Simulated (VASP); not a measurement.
# Tc in VASP: settings compared, part 2 of 3

VASP 6.6.1.

### 4 Single point, PBEsol (atoms moved at random)

The input, INCAR:

```
SYSTEM = Tc
  ALGO = Fast
  EDIFF = 1E-6
  ENCUT = 520
  GGA = PS
  ISIF = 2
  ISMEAR = -1
  LASPH = .True.
  LCHARG = .True.
  LELF = .True.
  LREAL = .False.
  LVHAR = .True.
  LWAVE = .False.
  NBANDS = 20
  NELM = 80
  PREC = Accurate
  SIGMA = 0.05
```

The input, KPOINTS:

```
k-points
0
Gamma
  11 11 6
  0 0 0
```

The input, POSCAR:

```
Tc
1.0
    2.7400000000      0.0000000000      0.0000000000
   -1.3700000000      2.3729096064      0.0000000000
    0.0000000000      0.0000000000      4.3980000000
Tc
2
Direct
    0.6499490000      0.3300850000      0.7450650000
    0.3411890000      0.6657310000      0.2615210000
```

Potentials or basis: VASP PAW PBE potentials, release 64 (Tc_pv).

Run with:

```console
$ cat potpaw_PBE.64/Tc_pv/POTCAR > POTCAR
$ mpirun -np 1 vasp_std > vasp.out
```

OUTCAR:

```text
SYSTEM = Tc
   EDIFF = 1E-6
   ENCUT = 520
   GGA = PS
   ISIF = 2
   ISMEAR = -1
   LASPH = .True.
   LREAL = .False.
   NELM = 80
   PREC = Accurate

 ion  position               nearest neighbor table
   1  0.650  0.330  0.745-   2 2.62   2 2.65   2 2.69   2 2.74   2 2.77   2 2.80
   2  0.341  0.666  0.262-   1 2.62   1 2.65   1 2.69   1 2.74   1 2.77   1 2.80

  LATTYP: Found a hexagonal cell.
 ALAT       =     2.7400000000
 C/A-ratio  =     1.6051094891

  Lattice vectors:

 A1 = (   2.7400000000,   0.0000000000,   0.0000000000)
 A2 = (  -1.3700000000,   2.3729096064,   0.0000000000)
 A3 = (   0.0000000000,   0.0000000000,   4.3980000000)

Analysis of symmetry for initial positions (statically):
=====================================================================
 Subroutine PRICEL returns:
 Original cell was already a primitive cell.

 Routine SETGRP: Setting up the symmetry group for a
 hexagonal supercell.

 Subroutine GETGRP returns: Found  2 space group operations
 (whereof  1 operations were pure point group operations)
 out of a pool of 24 trial point group operations.

The static configuration has the point symmetry C_1 .
 The point group associated with its full space group is S_2 .

Analysis of symmetry for dynamics (positions and initial velocities):
=====================================================================
 Subroutine PRICEL returns:
 Original cell was already a primitive cell.

 Routine SETGRP: Setting up the symmetry group for a
 hexagonal supercell.

 Subroutine GETGRP returns: Found  2 space group operations
 (whereof  1 operations were pure point group operations)
 out of a pool of 24 trial point group operations.

The dynamic configuration has the point symmetry C_1 .
 The point group associated with its full space group is S_2 .

 Subroutine INISYM returns: Found  2 space group operations
 (whereof  1 operations are pure point group operations),
[... 104 lines left out ...]
   POTIM  = 0.5000    time-step for ionic-motion
   TEBEG  =    0.0;   TEEND  =   0.0 temperature during run
   PSTRESS=    0.0 pullay stress
   NELECT =      26.0000    total number of electrons
   NUPDOWN=      -1.0000    fix difference up-down
   EMIN   =  10.00;   EMAX   =-10.00  energy-range for DOS
   EFERMI =   0.00;   METHOD = LEGACY
   ISMEAR =    -1;   SIGMA  =   0.05  broadening in eV -4-tet -1-fermi 0-gaus
   EFERMI_NEDOS =   21; number of points for ismear=-14 and -15
   IALGO  =     68    algorithm
   IMIX   =      4    mixing-type and parameters
     AMIX     =   0.40;   BMIX     =  1.00
     AMIX_MAG =   1.60;   BMIX_MAG =  1.00
  volume/ion in A,a.u.               =      14.30        96.48
  Fermi-wavevector in a.u.,A,eV,Ry     =   1.586002  2.997108 34.224109  2.515401
  Thomas-Fermi vector in A             =   2.685380
   LORBIT       =      0    0 simple, 1 ext, 2 COOP (PROOUT), +10 PAW based schemes
   GGA     = PS    functional components
   LHFCALC =     F    Hartree Fock is set to
   AEXX    =    0.0000 exact exchange contribution
   IVDW    =     0    specifies the selected vdW correction
   LEPSILON=     F    determine dielectric tensor
   LRPA    =     F    only Hartree local field effects (RPA)
 non-spin polarized calculation
 RMM-DIIS sequential band-by-band and
  energy-cutoff  :      520.00
  volume of cell :       28.59
 maximum number of plane-waves:       784
   NGX = 11   NGY = 11   NGZ = 17

 number of electron      26.0000002 magnetization

 Free energy of the ion-electron system (eV)
  ---------------------------------------------------
  ext. energy  EPLUGINS =         0.00000000
  ---------------------------------------------------
  free energy    TOTEN  =       -22.51938363 eV

  energy without entropy =      -22.50356590  energy(sigma->0) =      -22.51147476

 E-fermi :  12.5234     XC(G=0): -13.9428

 val. band max:       12.5231493474   @ k =  -0.2727   0.1818   0.0000
 cond. band min:      12.5264318198   @ k =  -0.0909   0.2727   0.3333
 fundamental gap:      0.0032824724
 Fermi energy:        12.5234336106

 k-point     1 :       0.0000    0.0000    0.0000
  band No.  band energies     occupation
      1     -26.8732      2.00000
      2     -25.7712      2.00000
      3     -25.7397      2.00000
      4     -25.5790      2.00000
      5     -25.5478      2.00000
      6     -25.5090      2.00000
[... 541 lines left out ...]
     19      23.1540      0.00000
     20      27.9255      0.00000

 [... further k-points ...]
[... 5 lines left out ...]
  --------------------------------------------------------------------------------------
  -------------------------------------------------------------------------------------
  Total       -1.1896930     -1.1019345     -1.1696442     -0.1925319      0.0152928      0.1872540
  in kB      -66.6589559    -61.7418159    -65.5356160    -10.7876351      0.8568606     10.4919154
  external PRESSURE =     -64.6454626 kB  Pullay stress =       0.0000000 kB

 VOLUME and BASIS-vectors are now :
 -----------------------------------------------------------------------------
  energy-cutoff  :      520.00
  volume of cell :       28.59
      direct lattice vectors                 reciprocal lattice vectors
     2.740000000  0.000000000  0.000000000     0.364963504  0.210711777  0.000000000
    -1.370000000  2.372909606  0.000000000     0.000000000  0.421423554  0.000000000
     0.000000000  0.000000000  4.398000000     0.000000000  0.000000000  0.227376080

 POSITION                                       TOTAL-FORCE (eV/Angst)
 -----------------------------------------------------------------------------------
      1.32864      0.78326      3.27680         0.186948      0.010455      0.106138
      0.02281      1.57972      1.15017        -0.186948     -0.010455     -0.106138
 -----------------------------------------------------------------------------------
    total drift:                                0.000018      0.000003     -0.000018

  FREE ENERGIE OF THE ION-ELECTRON SYSTEM (eV)
  ---------------------------------------------------
  free  energy   TOTEN  =       -22.5193836263 eV

  energy  without entropy=      -22.5035659020  energy(sigma->0) =      -22.51147476
```

It took 92 s on 1 thread of Intel Xeon Platinum 8559C (Emerald Rapids), shared host; peak memory 0.27 GiB.

Results:

- Free energy: -22.5194 eV
- Pressure: -6.5 GPa
- Largest force: 0.215 eV/Å
- Band gap on the k mesh: zero (band 13 reaches 14.02 eV, above the bottom of band 14 at 10.99 eV)

Forces on the atoms (eV/Å):
```
Tc   0.187  0.010  0.106
Tc  -0.187 -0.010 -0.106
```

Stress tensor (GPa, compression positive):
```
-6.67 -1.08  1.05
-1.08 -6.17  0.09
 1.05  0.09 -6.55
```

Caveat: the cell differs from its parent crystal (atoms moved at random); the PAW data sets were made with another functional, which shifts forces and pressure a little.

### 5 Single point, LDA

This run uses another cell than the first one, of 14.30 Å³/atom, 0.962 times its volume.

The input, INCAR:

```
PREC     = Accurate       # precision mode
ENCUT    = 520            # plane-wave cutoff, eV
EDIFF    = 1E-7           # SCF threshold, eV
ISMEAR   = -1             # smearing method
SIGMA    = 0.05           # smearing width, eV
LREAL    = False          # projectors in reciprocal space
LASPH    = True           # aspherical terms in the spheres
NELM     = 60             # most SCF steps
ALGO     = Fast           # electronic algorithm
ISIF     = 2              # what is computed and relaxed
LWAVE    = False          # write WAVECAR
LCHARG   = False          # write CHGCAR
NBANDS   = 20             # bands
```

The input, KPOINTS:

```
regular mesh
0
Gamma
  6 6 4
```

The input, POSCAR:

```
Tc
1.0
    2.7400000000      0.0000000000      0.0000000000
   -1.3700000000      2.3729096064      0.0000000000
    0.0000000000      0.0000000000      4.3980000000
Tc
2
Direct
    0.6666666667      0.3333333333      0.7500000000
    0.3333333333      0.6666666667      0.2500000000
```

Potentials or basis: VASP PAW LDA potentials, release 64 (Tc_pv).

Run with:

```console
$ cat potpaw_LDA.64/Tc_pv/POTCAR > POTCAR
$ mpirun -np 1 vasp_std > vasp.out
```

OUTCAR:

```text
PREC = Accurate
   ENCUT = 520
   EDIFF = 1E-7
   ISMEAR = -1
   LREAL = False
   LASPH = True
   NELM = 60
   ISIF = 2

 ion  position               nearest neighbor table
   1  0.667  0.333  0.750-   2 2.71   2 2.71   2 2.71   2 2.71   2 2.71   2 2.71
   2  0.333  0.667  0.250-   1 2.71   1 2.71   1 2.71   1 2.71   1 2.71   1 2.71

  LATTYP: Found a hexagonal cell.
 ALAT       =     2.7400000000
 C/A-ratio  =     1.6051094891

  Lattice vectors:

[... 665 lines left out ...]

------------------------ aborting loop because EDIFF is reached ----------------------------------------

  FORCE on cell =-STRESS in cart. coord.  units (eV):
  Direction    XX          YY          ZZ          XY          YZ          ZX
  --------------------------------------------------------------------------------------
  -------------------------------------------------------------------------------------
  Total       -1.8695703     -1.8695703     -2.2185499      0.0000000      0.0000000     -0.0000000
  in kB     -104.7527411   -104.7527411   -124.3062044      0.0000000      0.0000000     -0.0000000
  external PRESSURE =    -111.2705622 kB  Pullay stress =       0.0000000 kB

 VOLUME and BASIS-vectors are now :
 -----------------------------------------------------------------------------
  energy-cutoff  :      520.00
  volume of cell :       28.59
      direct lattice vectors                 reciprocal lattice vectors
     2.740000000  0.000000000  0.000000000     0.364963504  0.210711777  0.000000000
    -1.370000000  2.372909606  0.000000000     0.000000000  0.421423554  0.000000000
     0.000000000  0.000000000  4.398000000     0.000000000  0.000000000  0.227376080

 POSITION                                       TOTAL-FORCE (eV/Angst)
 -----------------------------------------------------------------------------------
      1.37000      0.79097      3.29850         0.000000     -0.000000      0.000000
     -0.00000      1.58194      1.09950        -0.000000      0.000000      0.000000
 -----------------------------------------------------------------------------------
    total drift:                               -0.000000      0.000000     -0.000000

  FREE ENERGIE OF THE ION-ELECTRON SYSTEM (eV)
  ---------------------------------------------------
  free  energy   TOTEN  =       -23.3872825701 eV

  energy  without entropy=      -23.3674761810  energy(sigma->0) =      -23.37737938
```

OSZICAR:

```text
N       E                     dE             d eps       ncg     rms          rms(c)
DAV:   1     0.321296454869E+03    0.32130E+03   -0.16491E+04   840   0.138E+03
DAV:   2    -0.170277096916E+02   -0.33832E+03   -0.33088E+03   900   0.417E+02
DAV:   3    -0.249794652571E+02   -0.79518E+01   -0.78406E+01   968   0.755E+01
DAV:   4    -0.250287561661E+02   -0.49291E-01   -0.49284E-01   896   0.649E+00
DAV:   5    -0.250292274842E+02   -0.47132E-03   -0.47131E-03   948   0.620E-01    0.205E+01
RMM:   6    -0.235526816815E+02    0.14765E+01   -0.26070E+00   856   0.129E+01    0.647E+00
RMM:   7    -0.233983678592E+02    0.15431E+00   -0.64039E-01   883   0.606E+00    0.702E-01
RMM:   8    -0.233882740590E+02    0.10094E-01   -0.51077E-02   897   0.211E+00    0.605E-01
RMM:   9    -0.233872092964E+02    0.10648E-02   -0.49080E-03   928   0.692E-01    0.592E-02
RMM:  10    -0.233873039506E+02   -0.94654E-04   -0.81836E-04   957   0.292E-01    0.531E-02
RMM:  11    -0.233872820640E+02    0.21887E-04   -0.93218E-05   935   0.102E-01    0.836E-03
RMM:  12    -0.233872832227E+02   -0.11587E-05   -0.28160E-05   926   0.527E-02    0.134E-02
RMM:  13    -0.233872824080E+02    0.81466E-06   -0.74709E-06   922   0.272E-02    0.146E-03
RMM:  14    -0.233872825447E+02   -0.13663E-06   -0.15437E-06   884   0.123E-02    0.478E-04
RMM:  15    -0.233872825701E+02   -0.25455E-07   -0.21290E-07   600   0.446E-03
   1 F= -.23387283E+02 E0= -.23377379E+02  d E =-.198064E-01
```

Wall time 6.7 s (1 thread of Intel Xeon 6975P-C (Granite Rapids), shared host); peak memory 0.13 GiB.

Results:

| Item | Value |
| --- | --- |
| Free energy | -23.3873 eV |
| Pressure | -11.1 GPa |
| Band gap on the k mesh | zero (band 13 reaches 14.21 eV, above the bottom of band 14 at 10.82 eV) |

Stress tensor (GPa, compression positive):
```
-10.48   0.00   0.00
  0.00 -10.48   0.00
  0.00   0.00 -12.43
```

Levels at points of the mesh, in eV from the Fermi level:
```csv
k point,band 9,band 10,band 11,band 12,band 13,band 14,band 15,band 16,band 17,band 18
"(0.00, 0.00, 0.00)",-1.53,-1.53,-1.47,-0.81,-0.81,-0.09,-0.09,1.74,2.58,2.58
"(0.50, 0.00, 0.00)",-4.57,-1.87,-1.11,-0.87,-0.47,2.99,3.37,3.42,5.38,7.16
"(0.00, 0.00, 0.50)",-1.85,-1.85,-1.66,-1.66,-1.66,-1.66,1.90,1.90,1.90,1.90
"(0.50, 0.00, 0.50)",-3.67,-3.67,0.17,0.17,1.48,1.48,3.24,3.24,4.43,4.43
```

Caveat: the k points lie up to 0.44 Å⁻¹ apart.

(Part 2 of 3 ends here.)
